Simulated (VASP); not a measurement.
# MgO (MgO (Fm-3m)) (Fm-3m) in VASP: a series of runs

The runs below take MgO (MgO (Fm-3m)) through single point, with PBE.

All numbers are computed with VASP 6.6.1; they aren't measurements. Logs are shortened: lines on timing, memory, paths and dates and some standing lists are left out, and cuts for length are marked.

**1. The cell of the first run**

Symmetry: Fm-3m, No. 225, cubic system. Conventional cell: a = 4.254 Å, b = 4.254 Å, c = 4.254 Å, α = 90.00°, β = 90.00°, γ = 90.00°. Within 2.8 Å of Mg (site symmetry m-3m) lie 6 O at 2.13 Å. Within 2.8 Å of O (site symmetry m-3m) lie 6 Mg at 2.13 Å.

**2. Single point, PBE**

INCAR reads:

```
SYSTEM = MgO
PREC = Accurate
ENCUT = 520
EDIFF = 1E-6
ISMEAR = 0
SIGMA = 0.01
LREAL = .FALSE.
LASPH = .TRUE.
NELM = 80
ALGO = Normal
ISIF = 2
LWAVE = .FALSE.
LCHARG = .TRUE.
GGA = PE
LELF = .TRUE.
LVHAR = .TRUE.
NBANDS = 26
```

KPOINTS reads:

```
regular mesh
0
G
  3 3 3
  0 0 0
```

POSCAR reads:

```
MgO
1.0
    4.2543812300      0.0000000000      0.0000000000
    0.0000000000      4.2543812300      0.0000000000
    0.0000000000      0.0000000000      4.2543812300
Mg O
4 4
Direct
    0.0000000000      0.0000000000      0.0000000000
    0.0000000000      0.5000000000      0.5000000000
    0.5000000000      0.0000000000      0.5000000000
    0.5000000000      0.5000000000      0.0000000000
    0.0000000000      0.0000000000      0.5000000000
    0.0000000000      0.5000000000      0.0000000000
    0.5000000000      0.0000000000      0.0000000000
    0.5000000000      0.5000000000      0.5000000000
```

Potentials or basis: VASP PAW PBE potentials, release 64 (Mg, O).

Command:

```bash
> cat potpaw_PBE.64/Mg/POTCAR potpaw_PBE.64/O/POTCAR > POTCAR
> mpirun -np 1 vasp_std > vasp.out
```

OUTCAR:

```text
SYSTEM = MgO
   PREC = Accurate
   ENCUT = 520
   EDIFF = 1E-6
   ISMEAR = 0
   LREAL = .FALSE.
   LASPH = .TRUE.
   NELM = 80
   ISIF = 2
   GGA = PE

 ion  position               nearest neighbor table
   1  0.000  0.000  0.000-   5 2.13   6 2.13   7 2.13   5 2.13   6 2.13   7 2.13   2 3.01   3 3.01
                             2 3.01   2 3.01   4 3.01   3 3.01   2 3.01   3 3.01   4 3.01   4 3.01
   2  0.000  0.500  0.500-   5 2.13   6 2.13   8 2.13   6 2.13   5 2.13   8 2.13   1 3.01   4 3.01
                             1 3.01   1 3.01   3 3.01   3 3.01   1 3.01   3 3.01   4 3.01   4 3.01
   3  0.500  0.000  0.500-   5 2.13   7 2.13   8 2.13   7 2.13   8 2.13   5 2.13   1 3.01   4 3.01
                             1 3.01   2 3.01   4 3.01   2 3.01   4 3.01   1 3.01   2 3.01   4 3.01
   4  0.500  0.500  0.000-   6 2.13   7 2.13   8 2.13   8 2.13   7 2.13   6 2.13   2 3.01   3 3.01
                             1 3.01   1 3.01   3 3.01   2 3.01   3 3.01   1 3.01   2 3.01   3 3.01
   5  0.000  0.000  0.500-   1 2.13   2 2.13   3 2.13   1 2.13   2 2.13   3 2.13
   6  0.000  0.500  0.000-   1 2.13   2 2.13   4 2.13   2 2.13   1 2.13   4 2.13
   7  0.500  0.000  0.000-   1 2.13   3 2.13   4 2.13   3 2.13   4 2.13   1 2.13
   8  0.500  0.500  0.500-   2 2.13   3 2.13   4 2.13   4 2.13   3 2.13   2 2.13

  LATTYP: Found a simple cubic cell.
 ALAT       =     4.2543812300

  Lattice vectors:

 A1 = (   4.2543812300,   0.0000000000,   0.0000000000)
 A2 = (   0.0000000000,   4.2543812300,   0.0000000000)
 A3 = (   0.0000000000,   0.0000000000,   4.2543812300)

Analysis of symmetry for initial positions (statically):
=====================================================================
 Subroutine PRICEL returns following result:

  LATTYP: Found a face centered cubic cell.
 ALAT       =     4.2543812300

  Lattice vectors:

 A1 = (   2.1271906150,  -2.1271906150,   0.0000000000)
 A2 = (   2.1271906150,   0.0000000000,   2.1271906150)
 A3 = (   0.0000000000,  -2.1271906150,   2.1271906150)

   4 primitive cells build up your supercell.

 Routine SETGRP: Setting up the symmetry group for a
 simple cubic supercell.

 Subroutine GETGRP returns: Found 48 space group operations
 (whereof 48 operations were pure point group operations)
 out of a pool of 48 trial point group operations.

The static configuration has the point symmetry O_h .

Analysis of symmetry for dynamics (positions and initial velocities):
=====================================================================
 Subroutine PRICEL returns following result:

  LATTYP: Found a face centered cubic cell.
 ALAT       =     4.2543812300

  Lattice vectors:

 A1 = (   2.1271906150,  -2.1271906150,   0.0000000000)
 A2 = (   2.1271906150,   0.0000000000,   2.1271906150)
 A3 = (   0.0000000000,  -2.1271906150,   2.1271906150)

   4 primitive cells build up your supercell.

 Routine SETGRP: Setting up the symmetry group for a
 simple cubic supercell.

 Subroutine GETGRP returns: Found 48 space group operations
 (whereof 48 operations were pure point group operations)
 out of a pool of 48 trial point group operations.

The dynamic configuration has the point symmetry O_h .

 Subroutine INISYM returns: Found 48 space group operations
 (whereof 48 operations are pure point group operations),
 and found     4 'primitive' translations

----------------------------------------------------------------------------------------

                                     Primitive cell

  volume of cell :      19.2508

  direct lattice vectors                    reciprocal lattice vectors
     2.127190615 -2.127190615  0.000000000     0.235051808 -0.235051808 -0.235051808
     2.127190615  0.000000000  2.127190615     0.235051808  0.235051808  0.235051808
     0.000000000 -2.127190615  2.127190615    -0.235051808 -0.235051808  0.235051808

  length of vectors
     3.008301817  3.008301817  3.008301817     0.407121674  0.407121674  0.407121674

  position of ions in fractional coordinates (direct lattice)
     0.000000000  0.000000000  0.000000000
     0.500000000  0.500000000  0.500000000

  ion indices of the primitive-cell ions
   primitive index   ion index
                 1           1
                 2           5

----------------------------------------------------------------------------------------

 KPOINTS: regular mesh

Automatic generation of k-mesh.
 Grid dimensions read from file:
 generate k-points for:    3    3    3

 Generating k-lattice:

  Cartesian coordinates                     Fractional coordinates (reciprocal lattice)
     0.078350603  0.000000000  0.000000000     0.333333333  0.000000000  0.000000000
     0.000000000  0.078350603  0.000000000     0.000000000  0.333333333  0.000000000
     0.000000000  0.000000000  0.078350603     0.000000000  0.000000000  0.333333333

  Length of vectors
     0.078350603  0.078350603  0.078350603

  Shift w.r.t. Gamma in fractional coordinates (k-lattice)
     0.000000000  0.000000000  0.000000000

 Subroutine IBZKPT returns following result:
 ===========================================

 Found      4 irreducible k-points:

 Following reciprocal coordinates:
            Coordinates               Weight
  0.000000  0.000000  0.000000      1.000000
  0.333333  0.000000  0.000000      6.000000
  0.333333  0.333333  0.000000     12.000000
  0.333333  0.333333  0.333333      8.000000
   k-points           NKPTS =      4   k-points in BZ     NKDIM =      4   number of bands    NBANDS=     26
   number of dos      NEDOS =    301   number of ions     NIONS =      8
   total plane-waves  NPLWV =  32768
   dimension x,y,z NGX =    32 NGY =   32 NGZ =   32
   dimension x,y,z NGXF=    64 NGYF=   64 NGZF=   64
   ions per type =               4   4
   NGX,Y,Z   is equivalent  to a cutoff of  12.50, 12.50, 12.50 a.u.
   NGXF,Y,Z  is equivalent  to a cutoff of  25.01, 25.01, 25.01 a.u.
 SYSTEM =  MgO
   PREC   = accura    normal or accurate (medium, high low for compatibility)
   ISTART =      0    job   : 0-new  1-cont  2-samecut
   ICHARG =      2    charge: 1-file 2-atom 10-const
   ISPIN  =      1    spin polarized calculation?
   LNONCOLLINEAR =      F non collinear calculations
   LSORBIT =      F    spin-orbit coupling
   LASPH  =      T    aspherical Exc in radial PAW
   ENCUT  =  520.0 eV  38.22 Ry    6.18 a.u.   7.91  7.91  7.91*2*pi/ulx,y,z
   NELM   =     80;   NELMIN=  2; NELMDL= -5     # of ELM steps
   EDIFF  = 0.1E-05   stopping-criterion for ELM
   LREAL  =      F    real-space projection
   EDIFFG = 0.1E-04   stopping-criterion for IOM
   NSW    =      0    number of steps for IOM
   IBRION =     -1    ionic relax: 0-MD 1-quasi-New 2-CG
   NFREE  =      0    steps in history (QN), initial steepest desc. (CG)
   ISIF   =      2    stress and relaxation
   ISYM   =      2    0-nonsym 1-usesym 2-fastsym
   POTIM  = 0.5000    time-step for ionic-motion
   TEBEG  =    0.0;   TEEND  =   0.0 temperature during run
   PSTRESS=    0.0 pullay stress
   NELECT =      32.0000    total number of electrons
   NUPDOWN=      -1.0000    fix difference up-down
   EMIN   =  10.00;   EMAX   =-10.00  energy-range for DOS
   EFERMI =   0.00;   METHOD = LEGACY
   ISMEAR =     0;   SIGMA  =   0.01  broadening in eV -4-tet -1-fermi 0-gaus
   EFERMI_NEDOS =   21; number of points for ismear=-14 and -15
   IALGO  =     38    algorithm
   IMIX   =      4    mixing-type and parameters
     AMIX     =   0.40;   BMIX     =  1.00
     AMIX_MAG =   1.60;   BMIX_MAG =  1.00
  volume/ion in A,a.u.               =       9.63        64.96
  Fermi-wavevector in a.u.,A,eV,Ry     =   1.221673  2.308628 20.306500  1.492486
  Thomas-Fermi vector in A             =   2.356847
   LORBIT       =      0    0 simple, 1 ext, 2 COOP (PROOUT), +10 PAW based schemes
   GGA     = PE    functional components
   LHFCALC =     F    Hartree Fock is set to
   AEXX    =    0.0000 exact exchange contribution
   IVDW    =     0    specifies the selected vdW correction
   LEPSILON=     F    determine dielectric tensor
   LRPA    =     F    only Hartree local field effects (RPA)
 non-spin polarized calculation
 Gauss-broadening in eV      SIGMA  =   0.01
  energy-cutoff  :      520.00
  volume of cell :       77.00
 maximum number of plane-waves:      2103
 NGX is ok and might be reduce to    32
   NGX = 15   NGY = 15   NGZ = 15

 number of electron      31.9999976 magnetization

 Free energy of the ion-electron system (eV)
  ---------------------------------------------------
  ext. energy  EPLUGINS =         0.00000000
  ---------------------------------------------------
  free energy    TOTEN  =       -47.64329640 eV

  energy without entropy =      -47.64329640  energy(sigma->0) =      -47.64329640

 E-fermi :   3.0295     XC(G=0): -10.9372

 val. band max:        2.9670955800   @ k =   0.0000   0.0000   0.0000
 cond. band min:       7.4062233503   @ k =   0.0000   0.0000   0.0000
 fundamental gap:      4.4391277703
 Fermi energy:         3.0294754047

 k-point     1 :       0.0000    0.0000    0.0000
  band No.  band energies     occupation
      1     -14.1455      2.00000
      2     -12.6878      2.00000
      3     -12.6878      2.00000
      4     -12.6878      2.00000
      5      -0.9956      2.00000
      6      -0.9956      2.00000
[... 18 lines left out ...]
     25      15.7500      0.00000
     26      15.7500      0.00000

 k-point     2 :       0.3333    0.0000    0.0000
  band No.  band energies     occupation
      1     -13.7950      2.00000
      2     -13.0654      2.00000
      3     -12.6515      2.00000
      4     -12.6515      2.00000
      5      -0.4823      2.00000
      6      -0.4823      2.00000
[... 18 lines left out ...]
     25      15.1767      0.00000
     26      15.5697      0.00000

 k-point     3 :       0.3333    0.3333    0.0000
  band No.  band energies     occupation
      1     -13.5018      2.00000
      2     -12.9264      2.00000
      3     -12.9264      2.00000
      4     -12.7172      2.00000
      5      -0.4761      2.00000
      6      -0.4761      2.00000
[... 18 lines left out ...]
     25      15.1029      0.00000
     26      16.1933      0.00000

 k-point     4 :       0.3333    0.3333    0.3333
  band No.  band energies     occupation
      1     -13.2775      2.00000
      2     -12.8804      2.00000
      3     -12.8804      2.00000
      4     -12.8804      2.00000
      5      -1.0839      2.00000
      6      -1.0839      2.00000
[... 18 lines left out ...]
     25      16.9030      0.00000
     26      16.9030      0.00000

------------------------ aborting loop because EDIFF is reached ----------------------------------------

  FORCE on cell =-STRESS in cart. coord.  units (eV):
  Direction    XX          YY          ZZ          XY          YZ          ZX
  --------------------------------------------------------------------------------------
  -------------------------------------------------------------------------------------
  Total       -0.4008326     -0.4008326     -0.4008326      0.0000000      0.0000000     -0.0000000
  in kB       -8.3399680     -8.3399680     -8.3399680      0.0000000      0.0000000     -0.0000000
  external PRESSURE =      -8.3399680 kB  Pullay stress =       0.0000000 kB

 VOLUME and BASIS-vectors are now :
 -----------------------------------------------------------------------------
  energy-cutoff  :      520.00
  volume of cell :       77.00
      direct lattice vectors                 reciprocal lattice vectors
     4.254381230  0.000000000  0.000000000     0.235051808  0.000000000  0.000000000
     0.000000000  4.254381230  0.000000000     0.000000000  0.235051808  0.000000000
     0.000000000  0.000000000  4.254381230     0.000000000  0.000000000  0.235051808

 POSITION                                       TOTAL-FORCE (eV/Angst)
 -----------------------------------------------------------------------------------
      0.00000      0.00000      0.00000        -0.000000     -0.000000     -0.000000
      0.00000      2.12719      2.12719        -0.000000      0.000000     -0.000000
      2.12719      0.00000      2.12719        -0.000000      0.000000     -0.000000
      2.12719      2.12719      0.00000         0.000000     -0.000000      0.000000
      0.00000      0.00000      2.12719        -0.000000      0.000000      0.000000
      0.00000      2.12719      0.00000         0.000000      0.000000      0.000000
      2.12719      0.00000      0.00000        -0.000000     -0.000000      0.000000
      2.12719      2.12719      2.12719         0.000000      0.000000     -0.000000
 -----------------------------------------------------------------------------------
    total drift:                                0.000000      0.000000     -0.000000

  FREE ENERGIE OF THE ION-ELECTRON SYSTEM (eV)
  ---------------------------------------------------
  free  energy   TOTEN  =       -47.6432964026 eV

  energy  without entropy=      -47.6432964026  energy(sigma->0) =      -47.64329640
```

Wall time 10 s (1 thread of Intel Xeon 6975P-C, shared host); peak memory 0.17 GiB.

What came out:

* Free energy: -47.6433 eV
* Pressure: -0.8 GPa
* Band gap on the k mesh: 4.44 eV

Caveat: the k points lie up to 0.49 Å⁻¹ apart.

**3. Single point, PBE**

INCAR reads:

```
  PREC = Accurate
  ENCUT = 520
  EDIFF = 1E-6
  ISMEAR = 0
  SIGMA = 0.01
  LREAL = F
  LASPH = T
  NELM = 60
  ALGO = Normal
  ISIF = 2
  LWAVE = F
  LCHARG = F
  GGA = PE
  NBANDS = 26
```

KPOINTS reads:

```
regular mesh
0
Gamma
  3 3 3
```

POSCAR is that of step 2.

Potentials or basis: VASP PAW PBE potentials, release 64 (Mg, O).

Command:

```bash
> cat potpaw_PBE.64/Mg/POTCAR potpaw_PBE.64/O/POTCAR > POTCAR
> mpirun -np 1 vasp_std > vasp.out
```

Run time: 8.7 s. Hardware: 1 thread of Intel Xeon 6975P-C, shared host; peak memory 0.17 GiB.

It converged, with:

| Item | Value |
| --- | --- |
| Free energy | -47.6433 eV |
| Pressure | -0.8 GPa |
| Band gap on the k mesh | 4.44 eV |

Levels at points of the mesh, in eV from the valence-band top:
```
           k point  band 14  band 15  band 16  band 17  band 18  band 19
(0.00, 0.00, 0.00)     0.00     0.00     0.00     4.44     9.08     9.08
```

Caveat: the k points lie up to 0.49 Å⁻¹ apart. As with any semilocal functional, this PBE gap is likely too small.
